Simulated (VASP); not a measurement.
# Cs4H (F-43m) in VASP: further runs, part 2 of 2

VASP 6.6.1. Earlier steps stand in the parts before.

## (3) Single point, PBE

This run uses another cell than the first one, of 136.00 Å³/atom.

INCAR

```
SYSTEM = Cs4H
PREC     = Accurate       ! precision mode
ENCUT    = 520            ! plane-wave cutoff, eV
EDIFF    = 1E-7           ! SCF threshold, eV
ISMEAR   = 0              ! smearing method
SIGMA    = 0.1            ! smearing width, eV
LREAL    = .FALSE.        ! projectors in reciprocal space
LASPH    = .TRUE.         ! aspherical terms in the spheres
NELM     = 60             ! most SCF steps
ALGO     = Fast           ! electronic algorithm
ISIF     = 2              ! what is computed and relaxed
LWAVE    = .FALSE.        ! write WAVECAR
LCHARG   = .FALSE.        ! write CHGCAR
GGA      = PE             ! functional
NBANDS   = 26             ! bands
```

KPOINTS

```
regular mesh
0
G
  6 6 6
  0 0 0
```

POSCAR

```
Cs4H
1.0
    0.0000000000      6.9796167316      6.9796167316
    6.9796167316      0.0000000000      6.9796167316
    6.9796167316      6.9796167316      0.0000000000
Cs H
4 1
Direct
    0.6260857608      0.1217427175      0.6260857608
    0.6260857608      0.6260857608      0.6260857608
    0.1217427175      0.6260857608      0.6260857608
    0.6260857608      0.6260857608      0.1217427175
    0.0000000000      0.0000000000      0.0000000000
```

Potentials or basis: VASP PAW PBE potentials, release 64 (Cs_sv, H).

Launch:

```console
$ cat potpaw_PBE.64/Cs_sv/POTCAR potpaw_PBE.64/H/POTCAR > POTCAR
$ mpirun -np 1 vasp_std > vasp.out
```

OUTCAR:

```text
SYSTEM = Cs4H
   PREC = Accurate
   ENCUT = 520
   EDIFF = 1E-7
   ISMEAR = 0
   LREAL = .FALSE.
   LASPH = .TRUE.
   NELM = 60
   ISIF = 2
   GGA = PE

 ion  position               nearest neighbor table
   1  0.626  0.122  0.626-
   2  0.626  0.626  0.626-
   3  0.122  0.626  0.626-
   4  0.626  0.626  0.122-
   5  0.000  0.000  0.000-

  LATTYP: Found a face centered cubic cell.
 ALAT       =    13.9592334632

  Lattice vectors:

 A1 = (   0.0000000000,   6.9796167316,   6.9796167316)
 A2 = (   6.9796167316,   0.0000000000,   6.9796167316)
 A3 = (   6.9796167316,   6.9796167316,   0.0000000000)

Analysis of symmetry for initial positions (statically):
=====================================================================
 Subroutine PRICEL returns:
 Original cell was already a primitive cell.

 Routine SETGRP: Setting up the symmetry group for a
 face centered cubic supercell.

 Subroutine GETGRP returns: Found 24 space group operations
 (whereof 24 operations were pure point group operations)
 out of a pool of 48 trial point group operations.

The static configuration has the point symmetry T_d .

Analysis of symmetry for dynamics (positions and initial velocities):
=====================================================================
 Subroutine PRICEL returns:
 Original cell was already a primitive cell.

 Routine SETGRP: Setting up the symmetry group for a
 face centered cubic supercell.

 Subroutine GETGRP returns: Found 24 space group operations
 (whereof 24 operations were pure point group operations)
 out of a pool of 48 trial point group operations.
[... 111 lines left out ...]
   EMIN   =  10.00;   EMAX   =-10.00  energy-range for DOS
   EFERMI =   0.00;   METHOD = LEGACY
   ISMEAR =     0;   SIGMA  =   0.10  broadening in eV -4-tet -1-fermi 0-gaus
   EFERMI_NEDOS =   21; number of points for ismear=-14 and -15
   IALGO  =     68    algorithm
   IMIX   =      4    mixing-type and parameters
     AMIX     =   0.40;   BMIX     =  1.00
     AMIX_MAG =   1.60;   BMIX_MAG =  1.00
  volume/ion in A,a.u.               =     136.00       917.81
  Fermi-wavevector in a.u.,A,eV,Ry     =   0.620346  1.172284  5.235915  0.384829
  Thomas-Fermi vector in A             =   1.679464
   LORBIT       =      0    0 simple, 1 ext, 2 COOP (PROOUT), +10 PAW based schemes
   GGA     = PE    functional components
   LHFCALC =     F    Hartree Fock is set to
   AEXX    =    0.0000 exact exchange contribution
   IVDW    =     0    specifies the selected vdW correction
   LEPSILON=     F    determine dielectric tensor
   LRPA    =     F    only Hartree local field effects (RPA)
 non-spin polarized calculation
 RMM-DIIS sequential band-by-band and
 Gauss-broadening in eV      SIGMA  =   0.10
  energy-cutoff  :      520.00
  volume of cell :      680.02
 maximum number of plane-waves:     18366
 NGX is ok and might be reduce to    80
   NGX = 37   NGY = 37   NGZ = 37

 number of electron      36.9999999 magnetization

 Free energy of the ion-electron system (eV)
  ---------------------------------------------------
  ext. energy  EPLUGINS =         0.00000000
  ---------------------------------------------------
  free energy    TOTEN  =        -4.51206144 eV

  energy without entropy =       -4.49342653  energy(sigma->0) =       -4.50274399

 E-fermi :  -0.4004     XC(G=0):  -4.2365

 val. band max:       -0.4277744039   @ k =   0.5000   0.3333   0.1667
 cond. band min:      -0.3883839576   @ k =   0.5000   0.1667   0.0000
 fundamental gap:      0.0393904462
 Fermi energy:        -0.4003735505

 k-point     1 :       0.0000    0.0000    0.0000
  band No.  band energies     occupation
      1     -24.6623      2.00000
      2     -24.6463      2.00000
      3     -24.6463      2.00000
      4     -24.6463      2.00000
      5     -11.6047      2.00000
      6     -11.5425      2.00000
[... 453 lines left out ...]
     25       0.9341      0.00000
     26       1.1522      0.00000

------------------------ aborting loop because EDIFF is reached ----------------------------------------

  FORCE on cell =-STRESS in cart. coord.  units (eV):
  Direction    XX          YY          ZZ          XY          YZ          ZX
  --------------------------------------------------------------------------------------
  -------------------------------------------------------------------------------------
  Total        0.0088070      0.0088070      0.0088070      0.0000000      0.0000000      0.0000000
  in kB        0.0207498      0.0207498      0.0207498      0.0000000      0.0000000      0.0000000
  external PRESSURE =       0.0207498 kB  Pullay stress =       0.0000000 kB

 VOLUME and BASIS-vectors are now :
 -----------------------------------------------------------------------------
  energy-cutoff  :      520.00
  volume of cell :      680.02
      direct lattice vectors                 reciprocal lattice vectors
     0.000000000  6.979616732  6.979616732    -0.071637171  0.071637171  0.071637171
     6.979616732  0.000000000  6.979616732     0.071637171 -0.071637171  0.071637171
     6.979616732  6.979616732  0.000000000     0.071637171  0.071637171 -0.071637171

 POSITION                                       TOTAL-FORCE (eV/Angst)
 -----------------------------------------------------------------------------------
      5.21956      8.73968      5.21956         0.001547     -0.001547      0.001547
      8.73968      8.73968      8.73968        -0.001547     -0.001547     -0.001547
      8.73968      5.21956      5.21956        -0.001547      0.001547      0.001547
      5.21956      5.21956      8.73968         0.001547      0.001547     -0.001547
      0.00000      0.00000      0.00000         0.000000      0.000000      0.000000
 -----------------------------------------------------------------------------------
    total drift:                               -0.000000     -0.000000     -0.000000

  FREE ENERGIE OF THE ION-ELECTRON SYSTEM (eV)
  ---------------------------------------------------
  free  energy   TOTEN  =        -4.5120614423 eV

  energy  without entropy=       -4.4934265279  energy(sigma->0) =       -4.50274399
```

OSZICAR:

```text
N       E                     dE             d eps       ncg     rms          rms(c)
DAV:   1     0.307871815012E+03    0.30787E+03   -0.10868E+04   848   0.956E+02
DAV:   2     0.517600302728E+02   -0.25611E+03   -0.25197E+03  1174   0.178E+02
DAV:   3    -0.461492159778E+01   -0.56375E+02   -0.56218E+02  1002   0.855E+01
DAV:   4    -0.638671467319E+01   -0.17718E+01   -0.17709E+01  1128   0.196E+01
[... 14 lines left out ...]
RMM:  19    -0.451205959979E+01   -0.21688E-05   -0.35857E-05   896   0.609E-03    0.581E-03
RMM:  20    -0.451206051004E+01   -0.91025E-06   -0.13530E-05   895   0.448E-03    0.166E-03
RMM:  21    -0.451206118785E+01   -0.67780E-06   -0.47751E-06   896   0.282E-03    0.317E-04
RMM:  22    -0.451206138767E+01   -0.19983E-06   -0.17123E-06   817   0.133E-03    0.174E-04
RMM:  23    -0.451206144232E+01   -0.54645E-07   -0.55721E-07   609   0.807E-04
   1 F= -.45120614E+01 E0= -.45027440E+01  d E =-.186349E-01
```

Run time: 18 min. Hardware: 1 thread of Oxide Virtual Turin-like, shared host; peak memory 1 GiB.

Results:

```
Free energy            : -4.5121 eV
Pressure               : 0.0 GPa
Band gap on the k mesh : zero (an odd number of electrons rules out a gap without spin polarisation)
```

Forces on the atoms (eV/Å):
```
Cs   0.002 -0.002  0.002
Cs  -0.002 -0.002 -0.002
Cs  -0.002  0.002  0.002
Cs   0.002  0.002 -0.002
H    0.000  0.000  0.000
```

Caveat: spin-orbit coupling is left out, which moves the levels of the heavy elements.

## (4) Single point, PBE

This run uses another cell than the first one, of 136.00 Å³/atom.

INCAR

```
ALGO = Fast
EDIFF = 1E-7
ENCUT = 520
GGA = PE
ISIF = 2
ISMEAR = 0
LASPH = T
LCHARG = F
LREAL = F
LWAVE = F
NBANDS = 26
NELM = 100
PREC = Accurate
SIGMA = 0.1
```

KPOINTS

```
k-points
0
Gamma
  6 6 6
```

POSCAR is that of step 3.

Potentials or basis: VASP PAW PBE potentials, release 64 (Cs_sv, H).

Launch:

```console
$ cat potpaw_PBE.64/Cs_sv/POTCAR potpaw_PBE.64/H/POTCAR > POTCAR
$ mpirun -np 1 vasp_std > vasp.out
```

OUTCAR:

```text
EDIFF = 1E-7
   ENCUT = 520
   GGA = PE
   ISIF = 2
   ISMEAR = 0
   LASPH = T
   LREAL = F
   NELM = 100
   PREC = Accurate

 ion  position               nearest neighbor table
   1  0.626  0.122  0.626-
   2  0.626  0.626  0.626-
   3  0.122  0.626  0.626-
   4  0.626  0.626  0.122-
   5  0.000  0.000  0.000-

  LATTYP: Found a face centered cubic cell.
[... 653 lines left out ...]

  FORCE on cell =-STRESS in cart. coord.  units (eV):
  Direction    XX          YY          ZZ          XY          YZ          ZX
  --------------------------------------------------------------------------------------
  -------------------------------------------------------------------------------------
  Total        0.0088070      0.0088070      0.0088070      0.0000000      0.0000000      0.0000000
  in kB        0.0207498      0.0207498      0.0207498      0.0000000      0.0000000      0.0000000
  external PRESSURE =       0.0207498 kB  Pullay stress =       0.0000000 kB

 VOLUME and BASIS-vectors are now :
 -----------------------------------------------------------------------------
  energy-cutoff  :      520.00
  volume of cell :      680.02
      direct lattice vectors                 reciprocal lattice vectors
     0.000000000  6.979616732  6.979616732    -0.071637171  0.071637171  0.071637171
     6.979616732  0.000000000  6.979616732     0.071637171 -0.071637171  0.071637171
     6.979616732  6.979616732  0.000000000     0.071637171  0.071637171 -0.071637171

 POSITION                                       TOTAL-FORCE (eV/Angst)
 -----------------------------------------------------------------------------------
      5.21956      8.73968      5.21956         0.001547     -0.001547      0.001547
      8.73968      8.73968      8.73968        -0.001547     -0.001547     -0.001547
      8.73968      5.21956      5.21956        -0.001547      0.001547      0.001547
      5.21956      5.21956      8.73968         0.001547      0.001547     -0.001547
      0.00000      0.00000      0.00000         0.000000      0.000000      0.000000
 -----------------------------------------------------------------------------------
    total drift:                               -0.000000     -0.000000     -0.000000

  FREE ENERGIE OF THE ION-ELECTRON SYSTEM (eV)
  ---------------------------------------------------
  free  energy   TOTEN  =        -4.5120614423 eV

  energy  without entropy=       -4.4934265279  energy(sigma->0) =       -4.50274399
```

stdout:

```text
POSCAR found type information on POSCAR CsH
 POSCAR found :  2 types and       5 ions
 scaLAPACK will be used
 LDA part: xc-table for (Slater+PW92), standard interpolation
 POSCAR, INCAR and KPOINTS ok, starting setup
 FFT: planning ... GRIDC
 FFT: planning ... GRID_SOFT
 FFT: planning ... GRID
 WAVECAR not read
 entering main loop
```

Wall time 25 min (1 thread of Oxide Virtual Turin-like, shared host); peak memory 1 GiB.

What came out:

```
Free energy            : -4.5121 eV
Pressure               : 0.0 GPa
Band gap on the k mesh : zero (an odd number of electrons rules out a gap without spin polarisation)
```

Forces in eV/Å, atoms in the order of the input:
```
Cs   0.002 -0.002  0.002
Cs  -0.002 -0.002 -0.002
Cs  -0.002  0.002  0.002
Cs   0.002  0.002 -0.002
H    0.000  0.000  0.000
```

Levels at points of the mesh, in eV from the Fermi level:
```
           k point  band 16  band 17  band 18  band 19  band 20  band 21
(0.00, 0.00, 0.00)   -10.91    -1.41    -0.47     0.54     0.54     0.54
(0.50, 0.00, 0.00)   -10.92    -0.93    -0.68     0.10     0.64     0.64
(0.50, 0.50, 0.00)   -10.93    -0.72    -0.45    -0.37     0.61     0.61
```

Caveat: spin-orbit coupling is left out, which moves the levels of the heavy elements.

The gap in the log of VASP goes by the Fermi energy; the results here count the filled bands.